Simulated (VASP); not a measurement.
# Cd27Te26 (a cell with a defect) in VASP: further runs, part 2 of 2

VASP 6.6.1. The steps go on from the part before.

## Step 3: Single point, PBE, collinear spin, zero start

Contents of INCAR:

```
PREC     = Accurate       # precision mode
ENCUT    = 400            # plane-wave cutoff, eV
EDIFF    = 1E-6           # SCF threshold, eV
ISMEAR   = 0              # smearing method
SIGMA    = 0.05           # smearing width, eV
LREAL    = Auto         
LASPH    = True           # aspherical terms in the spheres
NELM     = 200            # most SCF steps
ALGO     = Normal         # electronic algorithm
ISIF     = 2              # what is computed and relaxed
LWAVE    = False          # write WAVECAR
LCHARG   = False          # write CHGCAR
ISPIN    = 2              # spin polarisation
MAGMOM   = 0 0 0 0 0 0 0 0 0 0 0 0 0 0 0 0 0 0 0 0 0 0 0 0 0 0 0 0 0 0 0 0 0 0 0 0 0 0 0 0 0 0 0 0 0 0 0 0 0 0 0 0 0 # initial moments
LORBIT   = 11             # projections on sites
GGA      = PE             # functional
NBANDS   = 276            # bands
GGA_COMPAT= False
```

Contents of KPOINTS:

```
regular mesh
0
Gamma
  1 1 1
```

Contents of POSCAR:

```
Cd27Te26
1.0
    0.0000000000      9.6150000000      9.6150000000
    9.6150000000      0.0000000000      9.6150000000
    9.6150000000      9.6150000000      0.0000000000
Cd Te
27 26
Direct
    0.0197220904      0.0195478742      0.0195993465
    0.0192001649      0.0189991274      0.2760948523
    0.0013926710      0.0014959326      0.6653939988
    0.0194531984      0.2752767418      0.0193769327
    0.0033236131      0.3310670178      0.3310144211
    0.0033686248      0.3309480969      0.6679906294
    0.0014492212      0.6651319797      0.0017200038
    0.0033454612      0.6679427732      0.3310024943
    0.0013518813      0.6652637912      0.6653560029
    0.2729612118      0.0201008808      0.0201878234
    0.3311114276      0.0034081431      0.3308174172
    0.3310253532      0.0034803851      0.6680186031
    0.3310459483      0.3307654739      0.0035750601
    0.3334352496      0.3332844595      0.3333190723
    0.3310983658      0.3308203549      0.6680498894
    0.3309939167      0.6679943456      0.0035678029
    0.3311350126      0.6679758739      0.3308510828
    0.3354750642      0.6659415631      0.6660489037
    0.6648310283      0.0016295981      0.0017866626
    0.6680534019      0.0033671700      0.3309372956
    0.6649052540      0.0015289909      0.6654617455
    0.6680468245      0.3308492606      0.0035026979
    0.6680441777      0.3310228552      0.3309840074
    0.6658298316      0.3355654194      0.6660559850
    0.6648455834      0.6652475877      0.0017568008
    0.6658355029      0.6659663482      0.3356501778
    0.6658251556      0.6659443950      0.6660590052
    0.0797594761      0.0797588155      0.4097137603
    0.0797033381      0.0796646939      0.7645758797
    0.0797820023      0.4094808276      0.0797987140
    0.0826810948      0.4168696091      0.4169249618
    0.0797065558      0.4095799099      0.7643830462
    0.0796859531      0.7645443008      0.0797478493
    0.0798076626      0.7640682433      0.4097173357
    0.0837751351      0.7498266425      0.7500258964
    0.4091302459      0.0795687166      0.0796336489
    0.4169746997      0.0825469135      0.4169197609
    0.4092025312      0.0795414800      0.7650746618
    0.4169789276      0.4168982695      0.0826034409
    0.4169679910      0.4168713178      0.4169511205
    0.4153975158      0.4154969123      0.7513025900
    0.4091527069      0.7650109906      0.0796312177
    0.4154079019      0.7511736090      0.4156087607
    0.4153929809      0.7512209271      0.7512951466
    0.7646869063      0.0796044198      0.0797095747
    0.7642297544      0.0797262412      0.4097202597
    0.7496909300      0.0838656319      0.7500454003
    0.7644520892      0.4095021503      0.0797210964
    0.7511301039      0.4155098809      0.4156080395
    0.7511604150      0.4154922628      0.7512561477
    0.7497267596      0.7498896103      0.0839573982
    0.7511442489      0.7511490268      0.4156045499
    0.7496691095      0.7498295987      0.7500324083
```

Potentials or basis: VASP PAW PBE potentials, release 64 (Cd, Te).

Run with:

```sh
$ cat potpaw_PBE.64/Cd/POTCAR potpaw_PBE.64/Te/POTCAR > POTCAR
$ mpirun -np 1 vasp_gam > vasp.out
```

OUTCAR:

```text
PREC = Accurate
   ENCUT = 400
   EDIFF = 1E-6
   ISMEAR = 0
   LREAL = Auto
   LASPH = True
   NELM = 200
   ISIF = 2
   ISPIN = 2
   LORBIT = 11
   GGA = PE

 ion  position               nearest neighbor table
   1  0.020  0.020  0.020-  33 2.89  45 2.89  29 2.89  10 3.45   4 3.47   2 3.48
   2  0.019  0.019  0.276-  34 2.89  28 2.89  46 2.89  10 3.47   1 3.48   4 3.49
   3  0.001  0.001  0.665-  35 2.79  47 2.79  29 2.84  28 2.84
   4  0.019  0.275  0.019-  30 2.89  48 2.89  32 2.89  10 3.46   1 3.47   2 3.49
   5  0.003  0.331  0.331-  31 2.79  30 2.79  28 2.79  49 2.80
   6  0.003  0.331  0.668-  31 2.79  29 2.79  32 2.79  50 2.80
[... 872 lines left out ...]
      6.41215      6.41115      0.02777         0.001301      0.000152     -0.002922
      2.83310      0.37335      2.83383        -0.012278      0.007516     -0.009351
      6.36591      3.21466      3.21517         0.001530     -0.001888     -0.005016
      9.60480      6.45512      3.21446         0.005303      0.003234     -0.002965
[... 45 lines left out ...]
     11.21834     11.21829     14.44455        -0.000020      0.000424      0.013773
     14.42117     14.41963     14.41768        -0.004882     -0.007287     -0.010572
 -----------------------------------------------------------------------------------
    total drift:                                0.015900      0.003314     -0.016690

  FREE ENERGIE OF THE ION-ELECTRON SYSTEM (eV)
  ---------------------------------------------------
  free  energy   TOTEN  =      -117.2515960668 eV

  energy  without entropy=     -117.2515960668  energy(sigma->0) =     -117.25159607

 total charge

# of ion       s       p       d       tot
------------------------------------------
    1        0.477   0.236   9.523  10.237
    2        0.477   0.237   9.524  10.238
    3        0.459   0.308   9.532  10.299
    4        0.477   0.237   9.524  10.238
    5        0.455   0.334   9.531  10.320
    6        0.455   0.334   9.531  10.320
[... 45 lines left out ...]
   52        1.332   2.118   0.020   3.470
   53        1.335   2.112   0.020   3.467
--------------------------------------------------
tot         47.174  63.072 257.831 368.077

 magnetization (x)

# of ion       s       p       d       tot
------------------------------------------
    1        0.000   0.000  -0.000   0.000
    2       -0.000   0.000  -0.000  -0.000
    3        0.000   0.000  -0.000   0.000
    4       -0.000  -0.000   0.000  -0.000
    5        0.000  -0.000   0.000   0.000
    6        0.000   0.000  -0.000   0.000
[... 45 lines left out ...]
   52        0.000   0.000   0.000   0.000
   53        0.000   0.000   0.000   0.000
--------------------------------------------------
tot          0.000   0.000  -0.000   0.000
```

OSZICAR:

```text
N       E                     dE             d eps       ncg     rms          rms(c)
DAV:   1     0.403682980697E+04    0.40368E+04   -0.21035E+05  1112   0.133E+03
DAV:   2     0.196931513838E+03   -0.38399E+04   -0.37198E+04  1232   0.370E+02
DAV:   3    -0.117059536395E+03   -0.31399E+03   -0.31051E+03  1216   0.107E+02
DAV:   4    -0.124775835182E+03   -0.77163E+01   -0.76732E+01  1168   0.145E+01
DAV:   5    -0.124978938734E+03   -0.20310E+00   -0.20289E+00  1240   0.224E+00    0.288E+01
DAV:   6    -0.117741302607E+03    0.72376E+01   -0.17320E+01  1160   0.119E+01    0.235E+01
DAV:   7    -0.117251283014E+03    0.49002E+00   -0.80210E+00  1156   0.494E+00    0.798E+00
DAV:   8    -0.117246900273E+03    0.43827E-02   -0.75739E-01  1140   0.271E+00    0.398E+00
DAV:   9    -0.117253999796E+03   -0.70995E-02   -0.87223E-02  1148   0.751E-01    0.120E+00
DAV:  10    -0.117250283499E+03    0.37163E-02   -0.23529E-02  1172   0.419E-01    0.474E-01
DAV:  11    -0.117250910784E+03   -0.62728E-03   -0.52463E-03  1168   0.139E-01    0.231E-01
DAV:  12    -0.117251290358E+03   -0.37957E-03   -0.65124E-04  1108   0.488E-02    0.699E-02
DAV:  13    -0.117251539906E+03   -0.24955E-03   -0.18848E-04  1120   0.274E-02    0.270E-02
DAV:  14    -0.117251571788E+03   -0.31882E-04   -0.28454E-05  1208   0.996E-03    0.182E-02
DAV:  15    -0.117251591981E+03   -0.20193E-04   -0.25495E-05  1072   0.751E-03    0.576E-03
DAV:  16    -0.117251595678E+03   -0.36971E-05   -0.51705E-06   808   0.355E-03    0.433E-03
DAV:  17    -0.117251596067E+03   -0.38841E-06   -0.20660E-07   600   0.113E-03
   1 F= -.11725160E+03 E0= -.11725160E+03  d E =-.684372E-13  mag=     0.0000
```

Run time: 26 min. Hardware: 1 thread of Intel Xeon Platinum 8259CL at 2.50GHz (Skylake/Cascade Lake), shared host; peak memory 1.9 GiB.

Results:

```
Free energy                                           : -117.2516 eV
Pressure                                              : 3.2 GPa
Largest force                                         : 0.019 eV/Å
Band gap on the k mesh                                : 1.16 eV
Net moment                                            : 0.00 μB per cell
Valence electrons inside the program's atomic spheres : Cd 10.24, 10.30, 10.32, 10.33 (each value once); Te 3.44, 3.47 (each value once)
```

Forces on the atoms (eV/Å):
```
Cd   0.008  0.007  0.010
Cd  -0.010 -0.010  0.010
Cd   0.001  0.000 -0.003
Cd  -0.012  0.008 -0.009
Cd   0.002 -0.002 -0.005
Cd   0.005  0.003 -0.003
Cd   0.002 -0.006  0.001
Cd   0.003 -0.004  0.000
Cd   0.002  0.001 -0.002
Cd   0.005 -0.008 -0.006
Cd  -0.003  0.001 -0.004
Cd   0.002  0.005 -0.002
Cd  -0.006 -0.003  0.004
Cd   0.000  0.001  0.000
Cd   0.003  0.003 -0.004
Cd   0.000 -0.004  0.005
Cd   0.002  0.001  0.004
Cd   0.003 -0.001 -0.002
Cd  -0.007  0.000  0.000
Cd  -0.003  0.004 -0.001
Cd   0.002  0.002 -0.002
Cd  -0.005 -0.002  0.004
Cd   0.000  0.003  0.003
Cd  -0.002  0.003 -0.003
Cd   0.001 -0.001  0.005
Cd  -0.004 -0.002  0.003
Cd   0.003  0.002  0.002
Te   0.002  0.003 -0.012
Te  -0.003 -0.003 -0.013
Te   0.003 -0.018  0.002
Te   0.005 -0.006 -0.005
Te   0.011 -0.001  0.002
Te  -0.003 -0.013 -0.004
Te   0.014  0.003 -0.002
Te  -0.006  0.011  0.007
Te  -0.018 -0.001 -0.002
Te  -0.005  0.003 -0.005
Te   0.000  0.017  0.000
Te  -0.006 -0.006  0.005
Te   0.004  0.004  0.005
Te   0.000  0.000 -0.014
Te   0.002  0.000  0.018
Te   0.000 -0.014  0.000
Te   0.014  0.000  0.001
Te  -0.014 -0.002 -0.005
Te   0.001  0.015 -0.002
Te   0.010 -0.005  0.005
Te   0.003 -0.002  0.016
Te  -0.014 -0.002  0.001
Te   0.000  0.015  0.000
Te   0.009  0.008 -0.008
Te   0.000  0.000  0.014
Te  -0.005 -0.007 -0.011
```

Levels at points of the mesh, in eV from the valence-band top:
Spin up:
| k point | band 236 | band 237 | band 238 | band 239 | band 240 | band 241 | band 242 | band 243 | band 244 | band 245 |
| --- | --- | --- | --- | --- | --- | --- | --- | --- | --- | --- |
| (0.00, 0.00, 0.00) | -0.47 | -0.47 | 0.00 | 0.00 | 0.00 | 1.16 | 1.58 | 1.59 | 1.59 | 1.93 |
Spin down:
```
           k point  band 237  band 238  band 239  band 240  band 241  band 242  band 243  band 244
(0.00, 0.00, 0.00)     -0.47      0.00      0.00      0.00      1.16      1.58      1.59      1.59
```

Caveat: the k points lie up to 0.57 Å⁻¹ apart; spin-orbit coupling is left out, which moves the levels of the heavy elements.
